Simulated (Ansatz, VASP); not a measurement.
**Ge: VASP beside Ansatz**

```
CELL_PARAMETERS angstrom
0.00000 2.23461 2.23461
2.23461 0.00000 2.23461
2.23461 2.23461 0.00000
ATOMIC_POSITIONS crystal
Ge 0.00000 0.00000 0.00000
```

Alike in both runs: task single point; functional revPBE; k mesh 14 × 14 × 14; occupations fermi-dirac, width 0.1 eV; no spin polarisation.

|  | VASP | Ansatz |
| --- | --- | --- |
| version | VASP 6.6.1 | Ansatz 0.2.0 |
| potentials or method | VASP PAW PBE potentials, release 64 (Ge_d), cutoff 520 eV | plane waves (420 eV) with PAW, scalar-relativistic |
| valence electrons in the cell | 14 | 14 |

```tsv
	VASP	Ansatz	Ansatz less VASP
pressure (GPa)	-5.1	-5.1	+0.01
```

VASP's potentials were made for PBE, not for revPBE.
